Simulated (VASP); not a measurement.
# MoS2 (Cm) in VASP: further runs, part 2 of 2

VASP 6.6.1. Earlier steps stand in the parts before.

## Step 3: Single point, PBE+D3(BJ)

This run uses another cell than the first one, of the same volume but with other edges.

INCAR reads:

```
ALGO = Normal
EDIFF = 1E-7
ENCUT = 520
GGA = PE
ISIF = 2
ISMEAR = 0
IVDW = 12
LASPH = True
LCHARG = False
LREAL = False
LWAVE = False
NBANDS = 35
NELM = 80
PREC = Accurate
SIGMA = 0.05
```

KPOINTS reads:

```
k-points
0
Gamma
  10 10 2
```

POSCAR reads:

```
MoS2
1.0
   -3.1494847632      0.0000000000      0.0000000000
   -1.5747423816     -2.7275338138      0.0000000000
   -0.3936855954     -0.2272944845     13.2900638030
Mo S
2 4
Direct
   -0.0049125000     -0.0049125000      0.0589500000
   -0.0465791667     -0.0465791667      0.5589500000
    0.2769296410      0.2769296410      0.6768443076
    0.3185963077      0.3185963077      0.1768443076
    0.2549120256      0.2549120256      0.9410556924
    0.2965786923      0.2965786923      0.4410556924
```

Potentials or basis: VASP PAW PBE potentials, release 64 (Mo_sv, S).

Started as:

```console
$ cat potpaw_PBE.64/Mo_sv/POTCAR potpaw_PBE.64/S/POTCAR > POTCAR
$ mpirun -np 1 vasp_std > vasp.out
```

OUTCAR:

```text
EDIFF = 1E-7
   ENCUT = 520
   GGA = PE
   ISIF = 2
   ISMEAR = 0
   IVDW = 12
   LASPH = True
   LREAL = False
   NELM = 80
   PREC = Accurate
 IVDW          = 12

 ion  position               nearest neighbor table
   1  0.995  0.995  0.059-   5 2.08   4 2.40   4 2.40   4 2.40   5 2.61   5 2.61
   2  0.953  0.953  0.559-   6 2.40   6 2.40   3 2.40   3 2.40   3 2.40   6 2.40
   3  0.277  0.277  0.677-   2 2.40   2 2.40   2 2.40
   4  0.319  0.319  0.177-   1 2.40   1 2.40   1 2.40
   5  0.255  0.255  0.941-   1 2.08   1 2.61   1 2.61
   6  0.297  0.297  0.441-   2 2.40   2 2.40   2 2.40

  LATTYP: Found a base centered monoclinic cell.
 ALAT       =     5.4550676275
 B/A-ratio  =     0.5773502692
 C/A-ratio  =     2.4377032671
 COS(beta)  =    -0.0341851834

  Lattice vectors:

 A1 = (   3.1494847632,   0.0000000000,   0.0000000000)
 A2 = (   1.5747423816,   2.7275338138,   0.0000000000)
 A3 = (  -0.3936855954,  -0.2272944845,  13.2900638030)

Analysis of symmetry for initial positions (statically):
=====================================================================
 Subroutine PRICEL returns:
 Original cell was already a primitive cell.

 Routine SETGRP: Setting up the symmetry group for a
 base centered monoclinic supercell.

 Subroutine GETGRP returns: Found  2 space group operations
 (whereof  2 operations were pure point group operations)
 out of a pool of  4 trial point group operations.

The static configuration has the point symmetry C_1h.

Analysis of symmetry for dynamics (positions and initial velocities):
=====================================================================
 Subroutine PRICEL returns:
 Original cell was already a primitive cell.

 Routine SETGRP: Setting up the symmetry group for a
 base centered monoclinic supercell.

 Subroutine GETGRP returns: Found  2 space group operations
 (whereof  2 operations were pure point group operations)
 out of a pool of  4 trial point group operations.
[... 130 lines left out ...]
  volume/ion in A,a.u.               =      19.03       128.41
  Fermi-wavevector in a.u.,A,eV,Ry     =   1.259593  2.380286 21.586670  1.586576
  Thomas-Fermi vector in A             =   2.393145
   LORBIT       =      0    0 simple, 1 ext, 2 COOP (PROOUT), +10 PAW based schemes
   GGA     = PE    functional components
   LHFCALC =     F    Hartree Fock is set to
   AEXX    =    0.0000 exact exchange contribution
   IVDW    =    12    specifies the selected vdW correction
   LEPSILON=     F    determine dielectric tensor
   LRPA    =     F    only Hartree local field effects (RPA)
 non-spin polarized calculation
 Gauss-broadening in eV      SIGMA  =   0.05
  energy-cutoff  :      520.00
  volume of cell :      114.17
 maximum number of plane-waves:      3092
   NGX = 11   NGY = 11   NGZ = 49

 number of electron      52.0000004 magnetization

 Free energy of the ion-electron system (eV)
  ---------------------------------------------------
  ext. energy  EPLUGINS =         0.00000000
  ---------------------------------------------------
  free energy    TOTEN  =       -42.43359768 eV

  energy without entropy =      -42.43359768  energy(sigma->0) =      -42.43359768

 E-fermi :   6.8134     XC(G=0): -10.2985

 val. band max:        6.5266710992   @ k =   0.0000   0.0000   0.0000
 cond. band min:       7.5986940410   @ k =   0.0000   0.0000   0.5000
 fundamental gap:      1.0720229418
 Fermi energy:         6.8134120132

 k-point     1 :       0.0000    0.0000    0.0000
  band No.  band energies     occupation
      1     -54.7859      2.00000
      2     -54.6862      2.00000
      3     -28.9993      2.00000
      4     -28.9521      2.00000
      5     -28.7052      2.00000
      6     -28.7047      2.00000
[... 901 lines left out ...]
     34      10.9008      0.00000
     35      13.3702      0.00000

 [... further k-points ...]

------------------------ aborting loop because EDIFF is reached ----------------------------------------

 Edisp (eV)   -2.38768

 E8    (eV) :    -0.9647

  FORCE on cell =-STRESS in cart. coord.  units (eV):
  Direction    XX          YY          ZZ          XY          YZ          ZX
  --------------------------------------------------------------------------------------
  -------------------------------------------------------------------------------------
  Total       2.21078     0.76037     4.71852     1.25609     4.24991     7.36107
  in kB      31.02558    10.67091    66.21856    17.62766    59.64225   103.30338
  external pressure =       35.97 kB  Pullay stress =        0.00 kB

 VOLUME and BASIS-vectors are now :
 -----------------------------------------------------------------------------
  energy-cutoff  :      520.00
  volume of cell :      114.17
      direct lattice vectors                 reciprocal lattice vectors
    -3.149484763  0.000000000  0.000000000    -0.317512252  0.183315784 -0.006270349
    -1.574742382 -2.727533814  0.000000000     0.000000000 -0.366631568 -0.006270349
    -0.393685595 -0.227294485 13.290063803     0.000000000  0.000000000  0.075244184

 POSITION                                       TOTAL-FORCE (eV/Angst)
 -----------------------------------------------------------------------------------
     -4.72423     -2.72753      0.78345         4.482878      2.588191      2.993970
     -4.72423     -2.72753      7.42848         0.004573      0.002640      0.003008
     -1.57474     -0.90918      8.99530         0.001524      0.000880     -0.010400
     -1.57474     -0.90918      2.35027         0.115185      0.066502      0.056191
     -1.57474     -0.90918     12.50669        -4.602630     -2.657330     -3.051946
     -1.57474     -0.90918      5.86166        -0.001531     -0.000884      0.009177
 -----------------------------------------------------------------------------------
    total drift:                               -0.000026     -0.000015      0.000205

  FREE ENERGIE OF THE ION-ELECTRON SYSTEM (eV)
  ---------------------------------------------------
  free  energy   TOTEN  =       -44.8212793366 eV

  energy  without entropy=      -44.8212793366  energy(sigma->0) =      -44.82127934
```

Wall time 2.5 min (1 thread of AMD EPYC 9R45 (Zen 5), shared host); peak memory 0.32 GiB.

Results:

```yaml
Free_energy: -44.8213 eV
Pressure: 3.6 GPa
Largest_force: 6.129 eV/Å
Band_gap_on_the_k_mesh: 1.07 eV, direct
Dispersion_energy_per_atom: -0.398 eV
```

Forces on the atoms (eV/Å):
```
Mo   4.483  2.588  2.994
Mo   0.005  0.003  0.003
S    0.002  0.001 -0.010
S    0.115  0.067  0.056
S   -4.603 -2.657 -3.052
S   -0.002 -0.001  0.009
```

Levels at points of the mesh, in eV from the valence-band top:
```tsv
k point	band 22	band 23	band 24	band 25	band 26	band 27	band 28	band 29	band 30	band 31
(0.00, 0.00, 0.00)	-1.93	-1.49	-0.89	-0.84	0.00	1.07	1.99	2.36	2.36	2.59
(0.50, 0.00, 0.00)	-1.96	-1.78	-1.39	-1.12	-0.10	1.74	1.88	2.24	2.36	2.58
(0.50, 0.50, 0.00)	-2.29	-1.40	-1.38	-1.19	-0.96	1.76	1.88	2.28	2.49	3.32
(0.00, 0.00, 0.50)	-1.93	-1.93	-0.89	-0.41	-0.17	1.07	1.99	2.36	2.36	2.59
(0.50, 0.00, 0.50)	-2.29	-1.69	-1.39	-1.08	-0.10	1.74	1.88	2.27	2.36	2.58
(0.50, 0.50, 0.50)	-2.49	-1.39	-1.22	-1.20	-1.05	1.76	1.88	2.37	2.41	3.41
```

Caveat: forces of over 1 eV/Å act on the atoms, so gaps and moduli don't describe the material at rest. A k mesh can miss the band edges.

## Step 4: Single point, PBE+D3(BJ)

This run uses another cell than the first one, of the same volume but with other edges.

INCAR reads:

```
PREC     = Accurate       # precision mode
ENCUT    = 520            # plane-wave cutoff, eV
EDIFF    = 1E-7           # SCF threshold, eV
ISMEAR   = 0              # smearing method
SIGMA    = 0.05           # smearing width, eV
LREAL    = False          # projectors in reciprocal space
LASPH    = True           # aspherical terms in the spheres
NELM     = 80             # most SCF steps
ALGO     = Normal         # electronic algorithm
ISIF     = 2              # what is computed and relaxed
LWAVE    = False          # write WAVECAR
LCHARG   = False          # write CHGCAR
GGA      = PE             # functional
IVDW     = 12             # dispersion correction
NBANDS   = 35             # bands
```

KPOINTS reads:

```
regular mesh
0
Gamma
  10 10 2
```

POSCAR reads:

```
MoS2
1.0
   -3.1494847632      0.0000000000      0.0000000000
   -1.5747423816     -2.7275338138      0.0000000000
   -1.1810567862     -0.6818834534     13.2900638030
Mo S
2 4
Direct
   -0.0147375000     -0.0147375000      0.0589500000
   -0.1397375000     -0.1397375000      0.5589500000
    0.1641222564      0.1641222564      0.6768443076
    0.2891222564      0.2891222564      0.1768443076
    0.0980694102      0.0980694102      0.9410556924
    0.2230694102      0.2230694102      0.4410556924
```

Started as:

```console
$ cat potpaw_PBE.64/Mo_sv/POTCAR potpaw_PBE.64/S/POTCAR > POTCAR
$ mpirun -np 1 vasp_std > vasp.out
```

Run time: 2.7 min. Hardware: 1 thread of AMD EPYC 9R45 (Zen 5), shared host; peak memory 0.33 GiB.

It converged, with:

* Free energy: -36.8564 eV
* Pressure: 31.1 GPa
* Largest force: 37.211 eV/Å
* Band gap on the k mesh: 0.32 eV, indirect (least direct gap 0.51 eV)
* Dispersion energy per atom: -0.399 eV

Forces on the atoms (eV/Å):
```
Mo    7.581   4.377  35.197
Mo    0.002   0.001   0.005
S     0.010   0.006  -0.007
S     0.865   0.500   0.749
S    -8.460  -4.884 -35.906
S     0.001   0.000  -0.037
```

Stress tensor (GPa, compression positive):
```
 7.61  1.82 20.40
 1.82  5.51 11.78
20.40 11.78 80.09
```

Levels at points of the mesh, in eV from the valence-band top:
```csv
k point,band 23,band 24,band 25,band 26,band 27,band 28,band 29,band 30
"(0.00, 0.00, 0.00)",-2.42,-1.51,-0.98,-0.58,0.74,1.84,1.84,2.08
"(0.50, 0.00, 0.00)",-1.91,-1.63,-1.51,-0.72,1.37,1.54,1.88,2.09
"(0.50, 0.50, 0.00)",-1.91,-1.73,-1.31,-0.68,1.37,1.38,1.92,1.95
"(0.00, 0.00, 0.50)",-2.37,-1.51,-1.47,-0.34,0.74,1.84,1.84,2.05
"(0.50, 0.00, 0.50)",-1.91,-1.82,-1.42,-0.72,1.37,1.57,1.89,2.09
"(0.50, 0.50, 0.50)",-1.91,-1.63,-1.31,-0.71,1.37,1.41,1.88,1.95
```

Caveat: forces of over 1 eV/Å act on the atoms, so gaps and moduli don't describe the material at rest.

## Step 5: Summary

```csv
cell,gap on the mesh (eV),pressure (GPa),largest force (eV/Å)
"a = 3.149, b = 3.149, c = 13.666 Å, angles 78.4, 78.4, 60.0°, 6 atoms",none,4.4,5.24
"a = 3.149, b = 3.149, c = 13.298 Å, angles 88.3, 88.3, 60.0°, 6 atoms",1.07,3.6,6.13
"a = 3.149, b = 3.149, c = 13.360 Å, angles 84.9, 84.9, 60.0°, 6 atoms",0.32,31.1,37.21
```

Alike in all rows: task single point; level PBE+D3(BJ); potentials or basis VASP PAW PBE potentials, release 64 (Mo_sv, S); no spin polarisation; k mesh 10 × 10 × 2; cutoff (eV) 520; smearing gaussian 0.05 eV.

Caveats: forces of over 1 eV/Å act on the atoms, so gaps and moduli don't describe the material at rest.

Total energies depend on the potentials used, so only differences within one code and one set of settings carry meaning.
